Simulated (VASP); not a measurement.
# LiSi2 (Cmcm) in VASP: notebook

The runs below take LiSi2 through single point, with PBE.

Everything below comes from runs of VASP 6.6.1. Logs are shortened: lines on timing, memory, paths and dates and some standing lists are left out, and cuts for length are marked.

## Step 1: The cell of the first run

It takes space group Cmcm (No. 63, orthorhombic). The conventional cell has a = 3.804 Å, b = 8.116 Å, c = 5.943 Å, α = 90.00°, β = 90.00°, γ = 90.00°. Within 3.6 Å of Li (site symmetry m2m) lie 12 Si at 2.72 to 3.57 Å and 2 Li at 3.05 Å. Within 3.2 Å of Si (site symmetry m) lie 4 Si at 2.44 to 2.63 Å and 5 Li at 2.72 to 2.79 Å.

## Step 2: Single point, PBE

File INCAR:

```
SYSTEM = LiSi2
PREC = Accurate
ENCUT = 520
EDIFF = 1E-7
ISMEAR = 0
SIGMA = 0.1
LREAL = .False.
LASPH = .True.
NELM = 80
ALGO = Normal
ISIF = 2
LWAVE = .False.
LCHARG = .False.
GGA = PE
NBANDS = 20
```

File KPOINTS:

```
Automatic mesh
0
Gamma
  12 12 6
  0 0 0
```

File POSCAR:

```
LiSi2
1.0
    1.9021614000     -4.0582276000      0.0000000000
    1.9021614000      4.0582276000      0.0000000000
    0.0000000000      0.0000000000      5.9431059000
Li Si
2 4
Direct
    0.9582970000      0.0417030000      0.2500000000
    0.0417030000      0.9582970000      0.7500000000
    0.6588750000      0.3411250000      0.0447130000
    0.3411250000      0.6588750000      0.5447130000
    0.6588750000      0.3411250000      0.4552870000
    0.3411250000      0.6588750000      0.9552870000
```

Potentials or basis: VASP PAW PBE potentials, release 64 (Li_sv, Si).

Command:

```bash
$ cat potpaw_PBE.64/Li_sv/POTCAR potpaw_PBE.64/Si/POTCAR > POTCAR
$ mpirun -np 1 vasp_std > vasp.out
```

OUTCAR:

```text
SYSTEM = LiSi2
   PREC = Accurate
   ENCUT = 520
   EDIFF = 1E-7
   ISMEAR = 0
   LREAL = .False.
   LASPH = .True.
   NELM = 80
   ISIF = 2
   GGA = PE

 ion  position               nearest neighbor table
   1  0.958  0.042  0.250-   3 2.72   5 2.72   4 2.76   6 2.76   4 2.76   6 2.76   3 2.79   5 2.79
                             3 2.79   5 2.79
   2  0.042  0.958  0.750-   4 2.72   6 2.72   3 2.76   5 2.76   3 2.76   5 2.76   4 2.79   6 2.79
                             4 2.79   6 2.79
   3  0.659  0.341  0.045-   5 2.44   6 2.47   6 2.47   6 2.63   1 2.72   2 2.76   2 2.76   1 2.79
                             1 2.79
   4  0.341  0.659  0.545-   6 2.44   5 2.47   5 2.47   5 2.63   2 2.72   1 2.76   1 2.76   2 2.79
                             2 2.79
   5  0.659  0.341  0.455-   3 2.44   4 2.47   4 2.47   4 2.63   1 2.72   2 2.76   2 2.76   1 2.79
                             1 2.79
   6  0.341  0.659  0.955-   4 2.44   3 2.47   3 2.47   3 2.63   2 2.72   1 2.76   1 2.76   2 2.79
                             2 2.79

  LATTYP: Found a base centered orthorhombic cell.
 ALAT       =     3.8043228000
 B/A-ratio  =     2.1334822587
 C/A-ratio  =     1.5621981132

  Lattice vectors:

 A1 = (   1.9021614000,  -4.0582276000,   0.0000000000)
 A2 = (   1.9021614000,   4.0582276000,   0.0000000000)
 A3 = (   0.0000000000,   0.0000000000,   5.9431059000)

Analysis of symmetry for initial positions (statically):
=====================================================================
 Subroutine PRICEL returns:
 Original cell was already a primitive cell.

 Routine SETGRP: Setting up the symmetry group for a
 base centered orthorhombic supercell.

 Subroutine GETGRP returns: Found  8 space group operations
 (whereof  4 operations were pure point group operations)
 out of a pool of  8 trial point group operations.

The static configuration has the point symmetry C_2h.
 The point group associated with its full space group is D_2h.

Analysis of symmetry for dynamics (positions and initial velocities):
=====================================================================
 Subroutine PRICEL returns:
 Original cell was already a primitive cell.

 Routine SETGRP: Setting up the symmetry group for a
 base centered orthorhombic supercell.

 Subroutine GETGRP returns: Found  8 space group operations
 (whereof  4 operations were pure point group operations)
 out of a pool of  8 trial point group operations.

The dynamic configuration has the point symmetry C_2h.
 The point group associated with its full space group is D_2h.

 Subroutine INISYM returns: Found  8 space group operations
 (whereof  4 operations are pure point group operations),
 and found     1 'primitive' translations

----------------------------------------------------------------------------------------

                                     Primitive cell

  volume of cell :      91.7545

  direct lattice vectors                    reciprocal lattice vectors
     1.902161400 -4.058227600  0.000000000     0.262858872 -0.123206495  0.000000000
     1.902161400  4.058227600  0.000000000     0.262858872  0.123206495  0.000000000
     0.000000000  0.000000000  5.943105900     0.000000000  0.000000000  0.168262188

  length of vectors
     4.481900182  4.481900182  5.943105900     0.290300925  0.290300925  0.168262188

  position of ions in fractional coordinates (direct lattice)
     0.958297000  0.041703000  0.250000000
     0.041703000  0.958297000  0.750000000
     0.658875000  0.341125000  0.044713000
     0.341125000  0.658875000  0.544713000
     0.658875000  0.341125000  0.455287000
     0.341125000  0.658875000  0.955287000

  ion indices of the primitive-cell ions
   primitive index   ion index
                 1           1
                 2           2
                 3           3
                 4           4
                 5           5
                 6           6

----------------------------------------------------------------------------------------

 KPOINTS: Automatic mesh

Automatic generation of k-mesh.
 Grid dimensions read from file:
 generate k-points for:   12   12    6

 Generating k-lattice:

  Cartesian coordinates                     Fractional coordinates (reciprocal lattice)
     0.021904906 -0.010267208  0.000000000     0.083333333  0.000000000  0.000000000
     0.021904906  0.010267208  0.000000000     0.000000000  0.083333333  0.000000000
     0.000000000  0.000000000  0.028043698     0.000000000  0.000000000  0.166666667

  Length of vectors
     0.024191744  0.024191744  0.028043698

  Shift w.r.t. Gamma in fractional coordinates (k-lattice)
     0.000000000  0.000000000  0.000000000

 Subroutine IBZKPT returns following result:
 ===========================================

 Found    172 irreducible k-points:

 Following reciprocal coordinates:
            Coordinates               Weight
  0.000000  0.000000  0.000000      1.000000
  0.083333 -0.000000  0.000000      4.000000
  0.166667 -0.000000  0.000000      4.000000
  0.250000  0.000000  0.000000      4.000000
  0.333333 -0.000000  0.000000      4.000000
  0.416667 -0.000000  0.000000      4.000000
[... 16 lines left out ...]
  0.500000  0.166667  0.000000      4.000000
 -0.416667  0.166667  0.000000      4.000000
 [... further k-points ...]
   k-points           NKPTS =    172   k-points in BZ     NKDIM =    172   number of bands    NBANDS=     20
   number of dos      NEDOS =    301   number of ions     NIONS =      6
   total plane-waves  NPLWV =  62208
   dimension x,y,z NGX =    36 NGY =   36 NGZ =   48
   dimension x,y,z NGXF=    72 NGYF=   72 NGZF=   96
   ions per type =               2   4
   NGX,Y,Z   is equivalent  to a cutoff of  13.35, 13.35, 13.43 a.u.
   NGXF,Y,Z  is equivalent  to a cutoff of  26.71, 26.71, 26.85 a.u.
 SYSTEM =  LiSi2
   PREC   = accura    normal or accurate (medium, high low for compatibility)
   ISTART =      0    job   : 0-new  1-cont  2-samecut
   ICHARG =      2    charge: 1-file 2-atom 10-const
   ISPIN  =      1    spin polarized calculation?
   LNONCOLLINEAR =      F non collinear calculations
   LSORBIT =      F    spin-orbit coupling
   LASPH  =      T    aspherical Exc in radial PAW
   ENCUT  =  520.0 eV  38.22 Ry    6.18 a.u.   8.33  8.33 11.05*2*pi/ulx,y,z
   NELM   =     80;   NELMIN=  2; NELMDL= -5     # of ELM steps
   EDIFF  = 0.1E-06   stopping-criterion for ELM
   LREAL  =      F    real-space projection
   EDIFFG = 0.1E-05   stopping-criterion for IOM
   NSW    =      0    number of steps for IOM
   IBRION =     -1    ionic relax: 0-MD 1-quasi-New 2-CG
   NFREE  =      0    steps in history (QN), initial steepest desc. (CG)
   ISIF   =      2    stress and relaxation
   ISYM   =      2    0-nonsym 1-usesym 2-fastsym
   POTIM  = 0.5000    time-step for ionic-motion
   TEBEG  =    0.0;   TEEND  =   0.0 temperature during run
   PSTRESS=    0.0 pullay stress
   NELECT =      22.0000    total number of electrons
   NUPDOWN=      -1.0000    fix difference up-down
   EMIN   =  10.00;   EMAX   =-10.00  energy-range for DOS
   EFERMI =   0.00;   METHOD = LEGACY
   ISMEAR =     0;   SIGMA  =   0.10  broadening in eV -4-tet -1-fermi 0-gaus
   EFERMI_NEDOS =   21; number of points for ismear=-14 and -15
   IALGO  =     38    algorithm
   IMIX   =      4    mixing-type and parameters
     AMIX     =   0.40;   BMIX     =  1.00
     AMIX_MAG =   1.60;   BMIX_MAG =  1.00
  volume/ion in A,a.u.               =      15.29       103.20
  Fermi-wavevector in a.u.,A,eV,Ry     =   1.017045  1.921936 14.073589  1.034380
  Thomas-Fermi vector in A             =   2.150423
   LORBIT       =      0    0 simple, 1 ext, 2 COOP (PROOUT), +10 PAW based schemes
   GGA     = PE    functional components
   LHFCALC =     F    Hartree Fock is set to
   AEXX    =    0.0000 exact exchange contribution
   IVDW    =     0    specifies the selected vdW correction
   LEPSILON=     F    determine dielectric tensor
   LRPA    =     F    only Hartree local field effects (RPA)
 non-spin polarized calculation
 Gauss-broadening in eV      SIGMA  =   0.10
  energy-cutoff  :      520.00
  volume of cell :       91.75
 maximum number of plane-waves:      2496
 NGX is ok and might be reduce to    36
   NGX = 17   NGY = 17   NGZ = 23

 number of electron      21.9999995 magnetization

 Free energy of the ion-electron system (eV)
  ---------------------------------------------------
  ext. energy  EPLUGINS =         0.00000000
  ---------------------------------------------------
  free energy    TOTEN  =       -25.82808664 eV

  energy without entropy =      -25.82179409  energy(sigma->0) =      -25.82494037

 E-fermi :   6.7685     XC(G=0):  -9.8765

 val. band max:        6.7667264905   @ k =   0.3333   0.2500   0.1667
 cond. band min:       6.7712291451   @ k =   0.2500   0.0000   0.1667
 fundamental gap:      0.0045026546
 Fermi energy:         6.7684758790

 k-point     1 :       0.0000    0.0000    0.0000
  band No.  band energies     occupation
      1     -39.7174      2.00000
      2     -39.7103      2.00000
      3      -5.3655      2.00000
      4      -2.6738      2.00000
      5      -0.3459      2.00000
      6       2.9626      2.00000
[... 12 lines left out ...]
     19      10.8519      0.00000
     20      11.8137      0.00000

 k-point     2 :       0.0833   -0.0000    0.0000
  band No.  band energies     occupation
      1     -39.7174      2.00000
      2     -39.7104      2.00000
      3      -5.2958      2.00000
      4      -2.5950      2.00000
      5      -0.3378      2.00000
      6       2.6821      2.00000
[... 12 lines left out ...]
     19      10.9595      0.00000
     20      11.6625      0.00000
[... 465 lines left out ...]
      3      -3.7803      2.00000
      4      -1.8990      2.00000
      5      -0.8472      2.00000
      6       1.3482      2.00000
[... 12 lines left out ...]
     19      13.0062      0.00000
     20      13.4912      0.00000

 k-point    24 :      -0.4167    0.1667    0.0000
  band No.  band energies     occupation
      1     -39.7171      2.00000
      2     -39.7101      2.00000
      3      -4.2994      2.00000
      4      -1.4538      2.00000
      5      -1.4202      2.00000
      6       1.6444      2.00000
[... 12 lines left out ...]
     19      12.5774      0.00000
     20      13.1190      0.00000

 [... further k-points ...]

------------------------ aborting loop because EDIFF is reached ----------------------------------------

  FORCE on cell =-STRESS in cart. coord.  units (eV):
  Direction    XX          YY          ZZ          XY          YZ          ZX
  --------------------------------------------------------------------------------------
  -------------------------------------------------------------------------------------
  Total       -0.0439855     -0.0394338     -0.0215561      0.0000000      0.0000000      0.0000000
  in kB       -0.7680565     -0.6885759     -0.3764036      0.0000000      0.0000000      0.0000000
  external PRESSURE =      -0.6110120 kB  Pullay stress =       0.0000000 kB

 VOLUME and BASIS-vectors are now :
 -----------------------------------------------------------------------------
  energy-cutoff  :      520.00
  volume of cell :       91.75
      direct lattice vectors                 reciprocal lattice vectors
     1.902161400 -4.058227600  0.000000000     0.262858872 -0.123206495  0.000000000
     1.902161400  4.058227600  0.000000000     0.262858872  0.123206495  0.000000000
     0.000000000  0.000000000  5.943105900     0.000000000  0.000000000  0.168262188

 POSITION                                       TOTAL-FORCE (eV/Angst)
 -----------------------------------------------------------------------------------
      1.90216     -3.71975      1.48578         0.000000     -0.006848     -0.000000
      1.90216      3.71975      4.45733         0.000000      0.006848     -0.000000
      1.90216     -1.28950      0.26573         0.000000     -0.000028      0.005494
      1.90216      1.28950      3.23729         0.000000      0.000028      0.005494
      1.90216     -1.28950      2.70582         0.000000     -0.000028     -0.005494
      1.90216      1.28950      5.67737         0.000000      0.000028     -0.005494
 -----------------------------------------------------------------------------------
    total drift:                               -0.000000      0.000000      0.000000

  FREE ENERGIE OF THE ION-ELECTRON SYSTEM (eV)
  ---------------------------------------------------
  free  energy   TOTEN  =       -25.8280866434 eV

  energy  without entropy=      -25.8217940902  energy(sigma->0) =      -25.82494037
```

Wall time 3.4 min (1 thread of Intel Xeon 6975P-C (Granite Rapids), shared host); peak memory 0.39 GiB.

What came out:

```
Free energy            : -25.8281 eV
Largest force          : 0.007 eV/Å
Band gap on the k mesh : zero (band 11 reaches 8.68 eV, above the bottom of band 12 at 5.40 eV)
```

Forces in eV/Å, atoms in the order of the input:
```
Li   0.000 -0.007  0.000
Li   0.000  0.007  0.000
Si   0.000  0.000  0.005
Si   0.000  0.000  0.005
Si   0.000  0.000 -0.005
Si   0.000  0.000 -0.005
```

Levels at points of the mesh, in eV from the Fermi level:
| k point | band 7 | band 8 | band 9 | band 10 | band 11 | band 12 | band 13 | band 14 | band 15 | band 16 |
| --- | --- | --- | --- | --- | --- | --- | --- | --- | --- | --- |
| (0.00, 0.00, 0.00) | -2.99 | -1.99 | -1.61 | -0.55 | -0.25 | 0.05 | 0.19 | 0.23 | 3.12 | 3.30 |
| (0.50, 0.00, 0.00) | -5.01 | -4.86 | -3.21 | -2.44 | -2.19 | -0.56 | 0.91 | 2.49 | 4.49 | 4.63 |
| (0.50, 0.50, 0.00) | -5.25 | -3.47 | -3.14 | -0.80 | 0.16 | 2.22 | 2.62 | 4.05 | 4.56 | 4.79 |
| (0.00, 0.00, 0.50) | -3.02 | -3.02 | -1.55 | -1.55 | -1.23 | -1.23 | 1.28 | 1.28 | 1.47 | 1.47 |
| (0.50, 0.00, 0.50) | -4.02 | -4.02 | -2.52 | -2.52 | -0.73 | -0.73 | 1.23 | 1.23 | 3.76 | 3.76 |
| (0.50, 0.50, 0.50) | -2.38 | -2.38 | -2.30 | -2.30 | 0.78 | 0.78 | 1.30 | 1.30 | 5.17 | 5.17 |

Caveat: the cutoff is under 1.25 times the usual one of these potentials, so pressure, stress and relaxed cells hold a basis-set (Pulay) error.

## Step 3: Single point, PBE (volume scaled by 1.03, then relaxed in part)

File INCAR:

```
SYSTEM = LiSi2
ALGO = Normal
EDIFF = 1E-6
ENCUT = 520
GGA = PE
ISIF = 2
ISMEAR = 0
LASPH = .TRUE.
LCHARG = .FALSE.
LREAL = .FALSE.
LWAVE = .FALSE.
NBANDS = 20
NELM = 100
PREC = Accurate
SIGMA = 0.1
```

File KPOINTS:

```
k-points
0
G
  12 12 6
  0 0 0
```

File POSCAR:

```
LiSi2
1.0
    1.9124936276     -4.1100139048      0.0000000000
    1.9124936276      4.1100139048      0.0000000000
    0.0000000000      0.0000000000      6.0116151516
Li Si
2 4
Direct
    0.9585786731      0.0414213269      0.2500000000
    0.0414213269      0.9585786731      0.7500000000
    0.6605723863      0.3394276137      0.0457222516
    0.3394276137      0.6605723863      0.5457222516
    0.6605723863      0.3394276137      0.4542777484
    0.3394276137      0.6605723863      0.9542777484
```

Potentials or basis: VASP PAW PBE potentials, release 64 (Li_sv, Si).

Command:

```bash
$ cat potpaw_PBE.64/Li_sv/POTCAR potpaw_PBE.64/Si/POTCAR > POTCAR
$ mpirun -np 1 vasp_std > vasp.out
```

It took 2.7 min on 1 thread of Intel Xeon 6975P-C (Granite Rapids), shared host; peak memory 0.39 GiB.

Results (log left out):

| Item | Value |
| --- | --- |
| Free energy | -25.8138 eV |
| Largest force | 0.005 eV/Å |
| Band gap on the k mesh | zero (band 11 reaches 8.37 eV, above the bottom of band 12 at 5.11 eV) |

Forces on the atoms (eV/Å):
```
Li   0.000  0.000  0.000
Li   0.000  0.000  0.000
Si   0.000 -0.004  0.003
Si   0.000  0.004  0.003
Si   0.000 -0.004 -0.003
Si   0.000  0.004 -0.003
```

Levels at points of the mesh, in eV from the Fermi level:
| k point | band 8 | band 9 | band 10 | band 11 | band 12 | band 13 | band 14 | band 15 |
| --- | --- | --- | --- | --- | --- | --- | --- | --- |
| (0.00, 0.00, 0.00) | -1.98 | -1.52 | -0.59 | -0.48 | -0.02 | 0.20 | 0.37 | 2.98 |
| (0.50, 0.00, 0.00) | -4.74 | -3.18 | -2.37 | -2.10 | -0.57 | 0.88 | 2.43 | 4.47 |
| (0.50, 0.50, 0.00) | -3.35 | -3.05 | -0.80 | 0.19 | 2.17 | 2.63 | 3.87 | 4.35 |
| (0.00, 0.00, 0.50) | -2.90 | -1.56 | -1.56 | -1.25 | -1.25 | 1.41 | 1.41 | 1.46 |
| (0.50, 0.00, 0.50) | -3.92 | -2.50 | -2.50 | -0.72 | -0.72 | 1.17 | 1.17 | 3.64 |
| (0.50, 0.50, 0.50) | -2.42 | -2.24 | -2.24 | 0.83 | 0.83 | 1.25 | 1.25 | 5.05 |

Caveat: the cutoff is under 1.25 times the usual one of these potentials, so pressure, stress and relaxed cells hold a basis-set (Pulay) error.
